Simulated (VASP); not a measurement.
# AgBr2 (P-4m2) in VASP: density of states with PBE

Aim: the density of states of AgBr2 with PBE.

Everything below comes from runs of VASP 6.6.1. Logs are shortened: lines on timing, memory, paths and dates and some standing lists are left out, and cuts for length are marked.

### 1 The cell of the first run

It takes space group P-4m2 (No. 115, tetragonal). Conventional cell: a = 3.976 Å, b = 3.976 Å, c = 6.258 Å, α = 90.00°, β = 90.00°, γ = 90.00°. Ag (site symmetry -4m2) has 4 Br at 2.60 Å within 3.4 Å. Within 3.4 Å of Br (site symmetry 2mm) lie 2 Ag at 2.60 Å.

### 2 Density of states, PBE

POSCAR

```
AgBr2
1.0
    3.9762572656      0.0000000000      0.0000000000
    0.0000000000      3.9762572656      0.0000000000
    0.0000000000      0.0000000000      6.2580253001
Ag Br
1 2
Direct
    0.0000000000      0.0000000000      0.0000000000
    0.5000000000      0.0000000000      0.2675219369
    0.0000000000      0.5000000000      0.7324780631
```

INCAR.step1

```
PREC = Accurate
ENCUT = 520
EDIFF = 1E-6
ISMEAR = 0
SIGMA = 0.1
LREAL = F
LASPH = T
NELM = 100
ALGO = Normal
ISIF = 2
LWAVE = F
LCHARG = T
LMAXMIX = 4
GGA = PE
NBANDS = 20
```

KPOINTS.step1

```
regular mesh
0
Gamma
  12 12 8
```

INCAR.step2

```
PREC = Accurate
ENCUT = 520
EDIFF = 1E-6
ISMEAR = -5
SIGMA = 0.1
LREAL = F
LASPH = T
NELM = 100
ALGO = Normal
ISIF = 2
LWAVE = F
LCHARG = F
LMAXMIX = 4
GGA = PE
LORBIT = 11
NBANDS = 20
NEDOS = 1001
ICHARG = 11
```

KPOINTS.step2

```
regular mesh
0
Gamma
  18 18 12
```

Potentials or basis: VASP PAW PBE potentials, release 64 (Ag, Br).

Command:

```
$ cat potpaw_PBE.64/Ag/POTCAR potpaw_PBE.64/Br/POTCAR > POTCAR
$ cp INCAR.step1 INCAR
$ cp KPOINTS.step1 KPOINTS
$ mpirun -np 1 vasp_std > vasp.out
$ cp INCAR.step2 INCAR
$ cp KPOINTS.step2 KPOINTS
$ mpirun -np 1 vasp_std > vasp.out
```

OUTCAR:

```text
PREC = Accurate
   ENCUT = 520
   EDIFF = 1E-6
   ISMEAR = -5
   LREAL = F
   LASPH = T
   NELM = 100
   ISIF = 2
   GGA = PE
   LORBIT = 11
   ICHARG = 11

 ion  position               nearest neighbor table
   1  0.000  0.000  0.000-   2 2.60   3 2.60   3 2.60   2 2.60
   2  0.500  0.000  0.268-   1 2.60   1 2.60
   3  0.000  0.500  0.732-   1 2.60   1 2.60

  LATTYP: Found a simple tetragonal cell.
 ALAT       =     3.9762572656
 C/A-ratio  =     1.5738481899

  Lattice vectors:

 A1 = (   3.9762572656,   0.0000000000,   0.0000000000)
 A2 = (   0.0000000000,   3.9762572656,   0.0000000000)
 A3 = (   0.0000000000,   0.0000000000,   6.2580253001)

Analysis of symmetry for initial positions (statically):
=====================================================================
 Subroutine PRICEL returns:
 Original cell was already a primitive cell.

 Routine SETGRP: Setting up the symmetry group for a
 simple tetragonal supercell.

 Subroutine GETGRP returns: Found  8 space group operations
 (whereof  8 operations were pure point group operations)
 out of a pool of 16 trial point group operations.

The static configuration has the point symmetry D_2d.

Analysis of symmetry for dynamics (positions and initial velocities):
=====================================================================
 Subroutine PRICEL returns:
 Original cell was already a primitive cell.

 Routine SETGRP: Setting up the symmetry group for a
 simple tetragonal supercell.

 Subroutine GETGRP returns: Found  8 space group operations
 (whereof  8 operations were pure point group operations)
 out of a pool of 16 trial point group operations.

The dynamic configuration has the point symmetry D_2d.

 Subroutine INISYM returns: Found  8 space group operations
 (whereof  8 operations are pure point group operations),
 and found     1 'primitive' translations

----------------------------------------------------------------------------------------

                                     Primitive cell

  volume of cell :      98.9433

  direct lattice vectors                    reciprocal lattice vectors
     3.976257266  0.000000000  0.000000000     0.251492782  0.000000000  0.000000000
     0.000000000  3.976257266  0.000000000     0.000000000  0.251492782  0.000000000
     0.000000000  0.000000000  6.258025300     0.000000000  0.000000000  0.159794816

  length of vectors
     3.976257266  3.976257266  6.258025300     0.251492782  0.251492782  0.159794816

  position of ions in fractional coordinates (direct lattice)
     0.000000000  0.000000000  0.000000000
     0.500000000  0.000000000  0.267521937
     0.000000000  0.500000000  0.732478063

  ion indices of the primitive-cell ions
   primitive index   ion index
                 1           1
                 2           2
                 3           3

----------------------------------------------------------------------------------------

 KPOINTS: regular mesh

Automatic generation of k-mesh.
 Grid dimensions read from file:
 generate k-points for:   18   18   12

 Generating k-lattice:

  Cartesian coordinates                     Fractional coordinates (reciprocal lattice)
     0.013971821  0.000000000  0.000000000     0.055555556  0.000000000  0.000000000
     0.000000000  0.013971821  0.000000000     0.000000000  0.055555556  0.000000000
     0.000000000  0.000000000  0.013316235     0.000000000  0.000000000  0.083333333

  Length of vectors
     0.013971821  0.013971821  0.013316235

  Shift w.r.t. Gamma in fractional coordinates (k-lattice)
     0.000000000  0.000000000  0.000000000

 TETIRR: Found   5832 inequivalent tetrahedra from    23328

 Subroutine IBZKPT returns following result:
 ===========================================

 Found    385 irreducible k-points:

 Following reciprocal coordinates:
            Coordinates               Weight
  0.000000  0.000000  0.000000      1.000000
  0.055556  0.000000  0.000000      4.000000
  0.111111  0.000000  0.000000      4.000000
  0.166667  0.000000  0.000000      4.000000
  0.222222  0.000000  0.000000      4.000000
  0.277778  0.000000  0.000000      4.000000
[... 16 lines left out ...]
  0.277778  0.111111  0.000000      8.000000
  0.333333  0.111111  0.000000      8.000000
 [... further k-points ...]
   k-points           NKPTS =    385   k-points in BZ     NKDIM =    385   number of bands    NBANDS=     20
   number of dos      NEDOS =   1001   number of ions     NIONS =      3
   total plane-waves  NPLWV =  43200
   dimension x,y,z NGX =    30 NGY =   30 NGZ =   48
   dimension x,y,z NGXF=    60 NGYF=   60 NGZF=   96
   ions per type =               1   2
   NGX,Y,Z   is equivalent  to a cutoff of  12.54, 12.54, 12.75 a.u.
   NGXF,Y,Z  is equivalent  to a cutoff of  25.09, 25.09, 25.50 a.u.
 SYSTEM =  unknown system
   PREC   = accura    normal or accurate (medium, high low for compatibility)
   ISTART =      0    job   : 0-new  1-cont  2-samecut
   ICHARG =     11    charge: 1-file 2-atom 10-const
   ISPIN  =      1    spin polarized calculation?
   LNONCOLLINEAR =      F non collinear calculations
   LSORBIT =      F    spin-orbit coupling
   LASPH  =      T    aspherical Exc in radial PAW
   ENCUT  =  520.0 eV  38.22 Ry    6.18 a.u.   7.39  7.39 11.64*2*pi/ulx,y,z
   NELM   =    100;   NELMIN=  2; NELMDL=  0     # of ELM steps
   EDIFF  = 0.1E-05   stopping-criterion for ELM
   LREAL  =      F    real-space projection
   EDIFFG = 0.1E-04   stopping-criterion for IOM
   NSW    =      0    number of steps for IOM
   IBRION =     -1    ionic relax: 0-MD 1-quasi-New 2-CG
   NFREE  =      0    steps in history (QN), initial steepest desc. (CG)
   ISIF   =      2    stress and relaxation
   ISYM   =      2    0-nonsym 1-usesym 2-fastsym
   POTIM  = 0.5000    time-step for ionic-motion
   TEBEG  =    0.0;   TEEND  =   0.0 temperature during run
   PSTRESS=    0.0 pullay stress
   NELECT =      25.0000    total number of electrons
   NUPDOWN=      -1.0000    fix difference up-down
   EMIN   =  10.00;   EMAX   =-10.00  energy-range for DOS
   EFERMI =   0.00;   METHOD = LEGACY
   ISMEAR =    -5;   SIGMA  =   0.10  broadening in eV -4-tet -1-fermi 0-gaus
   EFERMI_NEDOS =   21; number of points for ismear=-14 and -15
   IALGO  =     38    algorithm
   IMIX   =      4    mixing-type and parameters
     AMIX     =   0.40;   BMIX     =  1.00
     AMIX_MAG =   1.60;   BMIX_MAG =  1.00
  volume/ion in A,a.u.               =      32.98       222.57
  Fermi-wavevector in a.u.,A,eV,Ry     =   1.034966  1.955802 14.573943  1.071155
  Thomas-Fermi vector in A             =   2.169287
   LORBIT       =     11    0 simple, 1 ext, 2 COOP (PROOUT), +10 PAW based schemes
   GGA     = PE    functional components
   LHFCALC =     F    Hartree Fock is set to
   AEXX    =    0.0000 exact exchange contribution
   IVDW    =     0    specifies the selected vdW correction
   LEPSILON=     F    determine dielectric tensor
   LRPA    =     F    only Hartree local field effects (RPA)
 non-spin polarized calculation
 Fermi weights with tetrahedron method with Bloechl corrections
  energy-cutoff  :      520.00
  volume of cell :       98.94
 maximum number of plane-waves:      2712
 NGX is ok and might be reduce to    30

 number of electron      24.9999999 magnetization

 Free energy of the ion-electron system (eV)
  ---------------------------------------------------
  ext. energy  EPLUGINS =         0.00000000
  ---------------------------------------------------
  free energy    TOTEN  =        -6.36377089 eV

  energy without entropy =       -6.36377089  energy(sigma->0) =       -6.36377089

 E-fermi :  -0.0608     XC(G=0):  -8.0289

 val. band max:       -0.0417044313   @ k =   0.0556   0.0000   0.0000
 cond. band min:      -0.0626992171   @ k =   0.2222   0.1667   0.0000
 fundamental gap:     -0.0209947858
 Fermi energy:        -0.0607604144

 k-point     1 :       0.0000    0.0000    0.0000
  band No.  band energies     occupation
      1     -14.0015      2.00000
      2     -13.6773      2.00000
      3      -3.8337      2.00000
      4      -3.8337      2.00000
      5      -3.7011      2.00000
      6      -3.5424      2.00000
[... 12 lines left out ...]
     19       9.7360      0.00000
     20      10.4830      0.00000

 k-point     2 :       0.0556    0.0000    0.0000
  band No.  band energies     occupation
      1     -13.9956      2.00000
      2     -13.6760      2.00000
      3      -3.8537      2.00000
      4      -3.8318      2.00000
      5      -3.6664      2.00000
      6      -3.5356      2.00000
[... 12 lines left out ...]
     19       9.7780      0.00000
     20      10.4556      0.00000

 k-point     3 :       0.1111    0.0000    0.0000
  band No.  band energies     occupation
      1     -13.9783      2.00000
      2     -13.6725      2.00000
      3      -3.8892      2.00000
      4      -3.8264      2.00000
      5      -3.5937      2.00000
      6      -3.5085      2.00000
[... 12 lines left out ...]
     19       9.8642      0.00000
     20      10.3861      0.00000

 k-point     4 :       0.1667    0.0000    0.0000
  band No.  band energies     occupation
      1     -13.9508      2.00000
      2     -13.6679      2.00000
      3      -3.9223      2.00000
      4      -3.8180      2.00000
      5      -3.5392      2.00000
      6      -3.4242      2.00000
[... 429 lines left out ...]
 k-point    23 :       0.2778    0.1111    0.0000
  band No.  band energies     occupation
      1     -13.8545      2.00000
      2     -13.6543      2.00000
      3      -4.0030      2.00000
      4      -3.7457      2.00000
      5      -3.4458      2.00000
      6      -3.0915      2.00000
[... 12 lines left out ...]
     19      10.1082      0.00000
     20      10.1349      0.00000

 k-point    24 :       0.3333    0.1111    0.0000
  band No.  band energies     occupation
      1     -13.8128      2.00000
      2     -13.6557      2.00000
      3      -4.0064      2.00000
      4      -3.7280      2.00000
      5      -3.4413      2.00000
      6      -3.0025      2.00000
[... 12 lines left out ...]
     19       9.8362      0.00000
     20      10.4534      0.00000

 [... further k-points ...]

------------------------ aborting loop because EDIFF is reached ----------------------------------------

  FORCE on cell =-STRESS in cart. coord.  units (eV):
  Direction    XX          YY          ZZ          XY          YZ          ZX
  --------------------------------------------------------------------------------------
  -------------------------------------------------------------------------------------
  Total       -0.0499933     -0.0499933     -0.0307311      0.0000000      0.0000000      0.0000000
  in kB       -0.8095366     -0.8095366     -0.4976250      0.0000000      0.0000000      0.0000000
  external PRESSURE =      -0.7055661 kB  Pullay stress =       0.0000000 kB

 VOLUME and BASIS-vectors are now :
 -----------------------------------------------------------------------------
  energy-cutoff  :      520.00
  volume of cell :       98.94
      direct lattice vectors                 reciprocal lattice vectors
     3.976257266  0.000000000  0.000000000     0.251492782  0.000000000  0.000000000
     0.000000000  3.976257266  0.000000000     0.000000000  0.251492782  0.000000000
     0.000000000  0.000000000  6.258025300     0.000000000  0.000000000  0.159794816

 POSITION                                       TOTAL-FORCE (eV/Angst)
 -----------------------------------------------------------------------------------
      0.00000      0.00000      0.00000        -0.000000     -0.000000      0.000000
      1.98813      0.00000      1.67416        -0.000000      0.000000     -0.001329
      0.00000      1.98813      4.58387         0.000000      0.000000      0.001329
 -----------------------------------------------------------------------------------
    total drift:                                0.000000      0.000000     -0.000000

  FREE ENERGIE OF THE ION-ELECTRON SYSTEM (eV)
  ---------------------------------------------------
  free  energy   TOTEN  =        -6.3637708891 eV

  energy  without entropy=       -6.3637708891  energy(sigma->0) =       -6.36377089

 total charge

# of ion       s       p       d       tot
------------------------------------------
    1        0.319   0.263   9.164   9.747
    2        1.619   3.149   0.020   4.788
    3        1.619   3.149   0.020   4.788
--------------------------------------------------
tot          3.557   6.561   9.205  19.323
```

It took 5.7 min on 1 thread of AMD EPYC 7R13 (Zen 3), shared host; peak memory 0.73 GiB.

Results:

- Valence electrons inside the program's atomic spheres: Ag 9.75; Br 4.79

Caveat: this functional lacks dispersion, which binds the layers, so the pressure and a relaxed spacing across them are unreliable; an odd number of electrons without spin polarisation forces a metal; a magnetic or distorted state may lie lower; tetrahedron occupations give inexact forces and stress in metals.
